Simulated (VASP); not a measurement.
Set up this calculation in VASP 6.6.1, as the native input.

| Quantity | Value |
| --- | --- |
| Task | single point |
| Functional | PBEsol |
| Potentials or basis | VASP PAW PBE potentials, release 64 (Bi_d, Se) |
| Cutoff | 520 eV |
| k mesh | 12 × 12 × 12 |
| Occupations | gaussian, width 0.01 eV |
| Spin | no spin polarisation |
| Dipole correction | no |
| Further INCAR settings | ALGO = Normal; EDIFF = 1e-07; NBANDS = 32 |

The structure of Bi2Se3 lies in POSCAR:

```
Bi2Se3
1.0
    2.0654935333      1.1925132458      9.5341467922
   -2.0654935333      1.1925132458      9.5341467922
    0.0000000000     -2.3850264966      9.5341467916
Bi Se
2 3
Direct
    0.4002069196      0.4002069196      0.4002069196
    0.5997930804      0.5997930804      0.5997930804
    0.0000000000      0.0000000000      0.0000000000
    0.2116883625      0.2116883625      0.2116883625
    0.7883116375      0.7883116375      0.7883116375
```

These files were run (other wordings do the same):

INCAR

```
  ALGO = Normal
  EDIFF = 1E-7
  ENCUT = 520
  GGA = PS
  ISIF = 2
  ISMEAR = 0
  LASPH = True
  LCHARG = False
  LREAL = False
  LWAVE = False
  NBANDS = 32
  NELM = 100
  PREC = Accurate
  SIGMA = 0.01
```

KPOINTS

```
k-points
0
Gamma
  12 12 12
```

Potentials or basis: VASP PAW PBE potentials, release 64 (Bi_d, Se).

Command:

```console
$ cat potpaw_PBE.64/Bi_d/POTCAR potpaw_PBE.64/Se/POTCAR > POTCAR
$ mpirun -np 1 vasp_std > vasp.out
```

Results of the run:

```yaml
Pressure: 0.1 GPa
Largest_force: 0.020 eV/Å
Band_gap_on_the_k_mesh: 0.12 eV, direct
```

Caveat: the PAW data sets were made with another functional, which shifts forces and pressure a little; spin-orbit coupling is left out, which moves the levels of the heavy elements.

Wall time 54 min on 1 thread of AMD EPYC 9R45 96-Core Processor (Zen 5) (shared host), peak memory 1.4 GiB.
